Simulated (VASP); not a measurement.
# ScAl (Pm-3m) in VASP: notebook

ScAl is run at these levels: PBEsol; tasks: single point.

Everything below comes from runs of VASP 6.6.1. Logs are shortened: lines on timing, memory, paths and dates and some standing lists are left out, and cuts for length are marked.

## 1. The cell of the first run

Symmetry: Pm-3m, No. 221, cubic system. The conventional cell has a = 3.370 Å, b = 3.370 Å, c = 3.370 Å, α = 90.00°, β = 90.00°, γ = 90.00°. Sc (site symmetry m-3m) has 8 Al at 2.92 Å and 6 Sc at 3.37 Å within 3.8 Å. Within 3.8 Å of Al (site symmetry m-3m) lie 8 Sc at 2.92 Å and 6 Al at 3.37 Å.

## 2. Single point, PBEsol

Contents of INCAR:

```
ALGO = Normal
EDIFF = 1E-6
ENCUT = 520
GGA = PS
ISIF = 2
ISMEAR = 0
LASPH = True
LCHARG = True
LELF = True
LREAL = False
LVHAR = True
LWAVE = False
NBANDS = 14
NELM = 80
PREC = Accurate
SIGMA = 0.15
```

Contents of KPOINTS:

```
k-points
0
Gamma
  14 14 14
```

Contents of POSCAR:

```
ScAl
1.0
    3.3703489700      0.0000000000      0.0000000000
    0.0000000000      3.3703489700      0.0000000000
    0.0000000000      0.0000000000      3.3703489700
Sc Al
1 1
Direct
    0.5000000000      0.5000000000      0.5000000000
    0.0000000000      0.0000000000      0.0000000000
```

Potentials or basis: VASP PAW PBE potentials, release 64 (Sc_sv, Al).

Started as:

```console
$ cat potpaw_PBE.64/Sc_sv/POTCAR potpaw_PBE.64/Al/POTCAR > POTCAR
$ mpirun -np 1 vasp_std > vasp.out
```

OUTCAR:

```text
EDIFF = 1E-6
   ENCUT = 520
   GGA = PS
   ISIF = 2
   ISMEAR = 0
   LASPH = True
   LREAL = False
   NELM = 80
   PREC = Accurate

 ion  position               nearest neighbor table
   1  0.500  0.500  0.500-   2 2.92   2 2.92   2 2.92   2 2.92   2 2.92   2 2.92   2 2.92   2 2.92

   2  0.000  0.000  0.000-   1 2.92   1 2.92   1 2.92   1 2.92   1 2.92   1 2.92   1 2.92   1 2.92

  LATTYP: Found a simple cubic cell.
 ALAT       =     3.3703489700

  Lattice vectors:

 A1 = (   3.3703489700,   0.0000000000,   0.0000000000)
 A2 = (   0.0000000000,   3.3703489700,   0.0000000000)
 A3 = (   0.0000000000,   0.0000000000,   3.3703489700)

Analysis of symmetry for initial positions (statically):
=====================================================================
 Subroutine PRICEL returns:
 Original cell was already a primitive cell.

 Routine SETGRP: Setting up the symmetry group for a
 simple cubic supercell.

 Subroutine GETGRP returns: Found 48 space group operations
 (whereof 48 operations were pure point group operations)
 out of a pool of 48 trial point group operations.

The static configuration has the point symmetry O_h .

Analysis of symmetry for dynamics (positions and initial velocities):
=====================================================================
 Subroutine PRICEL returns:
 Original cell was already a primitive cell.

 Routine SETGRP: Setting up the symmetry group for a
 simple cubic supercell.

 Subroutine GETGRP returns: Found 48 space group operations
 (whereof 48 operations were pure point group operations)
 out of a pool of 48 trial point group operations.

The dynamic configuration has the point symmetry O_h .

 Subroutine INISYM returns: Found 48 space group operations
 (whereof 48 operations are pure point group operations),
 and found     1 'primitive' translations

----------------------------------------------------------------------------------------

                                     Primitive cell

  volume of cell :      38.2846

  direct lattice vectors                    reciprocal lattice vectors
     3.370348970  0.000000000  0.000000000     0.296705181  0.000000000  0.000000000
     0.000000000  3.370348970  0.000000000     0.000000000  0.296705181  0.000000000
     0.000000000  0.000000000  3.370348970     0.000000000  0.000000000  0.296705181

  length of vectors
     3.370348970  3.370348970  3.370348970     0.296705181  0.296705181  0.296705181

  position of ions in fractional coordinates (direct lattice)
     0.500000000  0.500000000  0.500000000
     0.000000000  0.000000000  0.000000000

  ion indices of the primitive-cell ions
   primitive index   ion index
                 1           1
                 2           2

----------------------------------------------------------------------------------------

 KPOINTS: k-points

Automatic generation of k-mesh.
 Grid dimensions read from file:
 generate k-points for:   14   14   14

 Generating k-lattice:

  Cartesian coordinates                     Fractional coordinates (reciprocal lattice)
     0.021193227  0.000000000  0.000000000     0.071428571  0.000000000  0.000000000
     0.000000000  0.021193227  0.000000000     0.000000000  0.071428571  0.000000000
     0.000000000  0.000000000  0.021193227     0.000000000  0.000000000  0.071428571

  Length of vectors
     0.021193227  0.021193227  0.021193227

  Shift w.r.t. Gamma in fractional coordinates (k-lattice)
     0.000000000  0.000000000  0.000000000

 Subroutine IBZKPT returns following result:
 ===========================================

 Found    120 irreducible k-points:

 Following reciprocal coordinates:
            Coordinates               Weight
  0.000000  0.000000  0.000000      1.000000
  0.071429  0.000000  0.000000      6.000000
  0.142857  0.000000  0.000000      6.000000
  0.214286  0.000000  0.000000      6.000000
  0.285714  0.000000  0.000000      6.000000
  0.357143  0.000000  0.000000      6.000000
[... 16 lines left out ...]
  0.285714  0.214286  0.000000     24.000000
  0.357143  0.214286  0.000000     24.000000
 [... further k-points ...]
   k-points           NKPTS =    120   k-points in BZ     NKDIM =    120   number of bands    NBANDS=     14
   number of dos      NEDOS =    301   number of ions     NIONS =      2
   total plane-waves  NPLWV =  21952
   dimension x,y,z NGX =    28 NGY =   28 NGZ =   28
   dimension x,y,z NGXF=    56 NGYF=   56 NGZF=   56
   ions per type =               1   1
   NGX,Y,Z   is equivalent  to a cutoff of  13.81, 13.81, 13.81 a.u.
   NGXF,Y,Z  is equivalent  to a cutoff of  27.62, 27.62, 27.62 a.u.
 SYSTEM =  unknown system
   PREC   = accura    normal or accurate (medium, high low for compatibility)
   ISTART =      0    job   : 0-new  1-cont  2-samecut
   ICHARG =      2    charge: 1-file 2-atom 10-const
   ISPIN  =      1    spin polarized calculation?
   LNONCOLLINEAR =      F non collinear calculations
   LSORBIT =      F    spin-orbit coupling
   LASPH  =      T    aspherical Exc in radial PAW
   ENCUT  =  520.0 eV  38.22 Ry    6.18 a.u.   6.27  6.27  6.27*2*pi/ulx,y,z
   NELM   =     80;   NELMIN=  2; NELMDL= -5     # of ELM steps
   EDIFF  = 0.1E-05   stopping-criterion for ELM
   LREAL  =      F    real-space projection
   EDIFFG = 0.1E-04   stopping-criterion for IOM
   NSW    =      0    number of steps for IOM
   IBRION =     -1    ionic relax: 0-MD 1-quasi-New 2-CG
   NFREE  =      0    steps in history (QN), initial steepest desc. (CG)
   ISIF   =      2    stress and relaxation
   ISYM   =      2    0-nonsym 1-usesym 2-fastsym
   POTIM  = 0.5000    time-step for ionic-motion
   TEBEG  =    0.0;   TEEND  =   0.0 temperature during run
   PSTRESS=    0.0 pullay stress
   NELECT =      14.0000    total number of electrons
   NUPDOWN=      -1.0000    fix difference up-down
   EMIN   =  10.00;   EMAX   =-10.00  energy-range for DOS
   EFERMI =   0.00;   METHOD = LEGACY
   ISMEAR =     0;   SIGMA  =   0.15  broadening in eV -4-tet -1-fermi 0-gaus
   EFERMI_NEDOS =   21; number of points for ismear=-14 and -15
   IALGO  =     38    algorithm
   IMIX   =      4    mixing-type and parameters
     AMIX     =   0.40;   BMIX     =  1.00
     AMIX_MAG =   1.60;   BMIX_MAG =  1.00
  volume/ion in A,a.u.               =      19.14       129.18
  Fermi-wavevector in a.u.,A,eV,Ry     =   1.170692  2.212287 18.647052  1.370520
  Thomas-Fermi vector in A             =   2.307147
   LORBIT       =      0    0 simple, 1 ext, 2 COOP (PROOUT), +10 PAW based schemes
   GGA     = PS    functional components
   LHFCALC =     F    Hartree Fock is set to
   AEXX    =    0.0000 exact exchange contribution
   IVDW    =     0    specifies the selected vdW correction
   LEPSILON=     F    determine dielectric tensor
   LRPA    =     F    only Hartree local field effects (RPA)
 non-spin polarized calculation
 Gauss-broadening in eV      SIGMA  =   0.15
  energy-cutoff  :      520.00
  volume of cell :       38.28
 maximum number of plane-waves:      1064
 NGX is ok and might be reduce to    28
   NGX = 13   NGY = 13   NGZ = 13

 number of electron      14.0000002 magnetization

 Free energy of the ion-electron system (eV)
  ---------------------------------------------------
  ext. energy  EPLUGINS =         0.00000000
  ---------------------------------------------------
  free energy    TOTEN  =       -11.62368708 eV

  energy without entropy =      -11.61453831  energy(sigma->0) =      -11.61911270

 E-fermi :   5.9822     XC(G=0): -10.4072

 val. band max:        5.9787096062   @ k =   0.3571   0.0714   0.0000
 cond. band min:       5.9856694330   @ k =   0.5000   0.3571   0.0714
 fundamental gap:      0.0069598267
 Fermi energy:         5.9822475749

 k-point     1 :       0.0000    0.0000    0.0000
  band No.  band energies     occupation
      1     -43.2554      2.00000
      2     -21.9311      2.00000
      3     -21.9311      2.00000
      4     -21.9311      2.00000
      5      -2.4889      2.00000
      6       5.2967      2.00000
      7       5.2967      2.00000
      8       8.6800      0.00000
      9       8.6800      0.00000
     10       8.6800      0.00000
     11       9.7066      0.00000
     12       9.7066      0.00000
     13       9.7066      0.00000
     14      14.5907      0.00000

 k-point     2 :       0.0714    0.0000    0.0000
  band No.  band energies     occupation
      1     -43.2546      2.00000
      2     -21.9403      2.00000
      3     -21.9303      2.00000
      4     -21.9303      2.00000
      5      -2.4157      2.00000
      6       5.2254      2.00000
      7       5.3338      2.00000
      8       8.4247      0.00000
      9       8.4247      0.00000
     10       8.6909      0.00000
     11       9.4871      0.00000
     12      10.0107      0.00000
     13      10.0107      0.00000
     14      14.4603      0.00000

 k-point     3 :       0.1429    0.0000    0.0000
  band No.  band energies     occupation
      1     -43.2525      2.00000
      2     -21.9658      2.00000
      3     -21.9280      2.00000
      4     -21.9280      2.00000
      5      -2.1983      2.00000
      6       4.9599      2.00000
      7       5.4417      2.00000
      8       7.9873      0.00000
      9       7.9873      0.00000
     10       8.7218      0.00000
     11       9.1047      0.00000
     12      10.5980      0.00000
     13      10.5980      0.00000
     14      14.0980      0.00000

 k-point     4 :       0.2143    0.0000    0.0000
  band No.  band energies     occupation
      1     -43.2495      2.00000
      2     -22.0026      2.00000
      3     -21.9247      2.00000
      4     -21.9247      2.00000
      5      -1.8433      2.00000
      6       4.4212      2.00000
      7       5.6085      1.99957
      8       7.5709      0.00000
      9       7.5709      0.00000
     10       8.7671      0.00000
     11       8.9344      0.00000
     12      11.2747      0.00000
     13      11.2747      0.00000
     14      13.5818      0.00000

 k-point     5 :       0.2857    0.0000    0.0000
  band No.  band energies     occupation
      1     -43.2462      2.00000
      2     -22.0432      2.00000
      3     -21.9211      2.00000
      4     -21.9211      2.00000
      5      -1.3620      2.00000
      6       3.6470      2.00000
      7       5.8121      1.89138
      8       7.2227      0.00000
      9       7.2227      0.00000
     10       8.8184      0.00000
     11       9.0610      0.00000
[... 276 lines left out ...]
 k-point    22 :       0.2143    0.2143    0.0000
  band No.  band energies     occupation
      1     -43.2437      2.00000
      2     -21.9976      2.00000
      3     -21.9916      2.00000
      4     -21.9184      2.00000
      5      -1.2439      2.00000
      6       4.7592      2.00000
      7       4.8120      2.00000
      8       6.8641      0.00000
      9       7.5357      0.00000
     10       8.1940      0.00000
     11       9.5385      0.00000
     12      10.2797      0.00000
     13      12.3331      0.00000
     14      13.7689      0.00000

 k-point    23 :       0.2857    0.2143    0.0000
  band No.  band energies     occupation
      1     -43.2404      2.00000
      2     -22.0344      2.00000
      3     -21.9898      2.00000
      4     -21.9148      2.00000
      5      -0.8023      2.00000
      6       4.0375      2.00000
      7       5.0231      2.00000
      8       6.7620      0.00000
      9       7.3736      0.00000
     10       8.1427      0.00000
     11       9.4855      0.00000
     12      10.5394      0.00000
     13      12.8598      0.00000
     14      13.4653      0.00000

 k-point    24 :       0.3571    0.2143    0.0000
  band No.  band energies     occupation
      1     -43.2375      2.00000
      2     -22.0696      2.00000
      3     -21.9857      2.00000
      4     -21.9116      2.00000
      5      -0.2722      2.00000
      6       3.2182      2.00000
      7       5.2895      2.00000
      8       6.6217      0.00000
      9       7.1848      0.00000
     10       8.1832      0.00000
     11       9.5363      0.00000
     12      10.9586      0.00000
     13      13.0521      0.00000
     14      13.3598      0.00000

 [... further k-points ...]
[... 5 lines left out ...]
  --------------------------------------------------------------------------------------
  -------------------------------------------------------------------------------------
  Total       -0.3943540     -0.3943540     -0.3943540     -0.0000000      0.0000000     -0.0000000
  in kB      -16.5033551    -16.5033551    -16.5033551     -0.0000000      0.0000000     -0.0000000
  external PRESSURE =     -16.5033551 kB  Pullay stress =       0.0000000 kB

 VOLUME and BASIS-vectors are now :
 -----------------------------------------------------------------------------
  energy-cutoff  :      520.00
  volume of cell :       38.28
      direct lattice vectors                 reciprocal lattice vectors
     3.370348970  0.000000000  0.000000000     0.296705181  0.000000000  0.000000000
     0.000000000  3.370348970  0.000000000     0.000000000  0.296705181  0.000000000
     0.000000000  0.000000000  3.370348970     0.000000000  0.000000000  0.296705181

 POSITION                                       TOTAL-FORCE (eV/Angst)
 -----------------------------------------------------------------------------------
      1.68517      1.68517      1.68517         0.000000      0.000000      0.000000
      0.00000      0.00000      0.00000         0.000000      0.000000      0.000000
 -----------------------------------------------------------------------------------
    total drift:                                0.000000      0.000000      0.000000

  FREE ENERGIE OF THE ION-ELECTRON SYSTEM (eV)
  ---------------------------------------------------
  free  energy   TOTEN  =       -11.6236870828 eV

  energy  without entropy=      -11.6145383094  energy(sigma->0) =      -11.61911270
```

Wall time 44 s (1 thread of AMD EPYC 7R13 (Zen 3), shared host); peak memory 0.17 GiB.

What came out:

```yaml
Free_energy: -11.6237 eV
Pressure: -1.7 GPa
Band_gap_on_the_k_mesh: zero (band 7 reaches 6.28 eV, above the bottom of band 8 at 5.12 eV)
```

Caveat: the PAW data sets were made with another functional, which shifts forces and pressure a little.

## 3. Single point, PBEsol

Contents of INCAR:

```
ALGO     = Normal         # electronic algorithm
EDIFF    = 1E-6           # SCF threshold, eV
ENCUT    = 520            # plane-wave cutoff, eV
GGA      = PS             # functional
ISIF     = 2              # what is computed and relaxed
ISMEAR   = 0              # smearing method
LASPH    = True           # aspherical terms in the spheres
LCHARG   = False          # write CHGCAR
LREAL    = False          # projectors in reciprocal space
LWAVE    = False          # write WAVECAR
NBANDS   = 14             # bands
NELM     = 80             # most SCF steps
PREC     = Accurate       # precision mode
SIGMA    = 0.15           # smearing width, eV
```

Contents of KPOINTS:

```
k-points
0
Gamma
  16 16 16
```

POSCAR is that of step 2.

Potentials or basis: VASP PAW PBE potentials, release 64 (Sc_sv, Al).

Started as:

```console
$ cat potpaw_PBE.64/Sc_sv/POTCAR potpaw_PBE.64/Al/POTCAR > POTCAR
$ mpirun -np 1 vasp_std > vasp.out
```

It took 59 s on 1 thread of AMD EPYC 7R13 (Zen 3), shared host; peak memory 0.2 GiB.

Results (log left out):

* Free energy: -11.6236 eV
* Pressure: -1.6 GPa
* Band gap on the k mesh: zero (band 7 reaches 6.30 eV, above the bottom of band 8 at 5.12 eV)

Levels at points of the mesh, in eV from the Fermi level:
```csv
k point,band 4,band 5,band 6,band 7,band 8,band 9,band 10,band 11
"(0.00, 0.00, 0.00)",-27.90,-8.46,-0.68,-0.68,2.71,2.71,2.71,3.74
"(0.50, 0.00, 0.00)",-27.89,-5.66,-4.56,0.26,0.78,0.78,2.94,3.81
"(0.50, 0.50, 0.00)",-27.87,-4.71,-1.85,-1.85,-0.85,1.53,1.53,3.69
"(0.50, 0.50, 0.50)",-28.04,-2.55,-2.55,-2.55,-0.44,2.89,2.89,2.89
```

Caveat: the PAW data sets were made with another functional, which shifts forces and pressure a little.
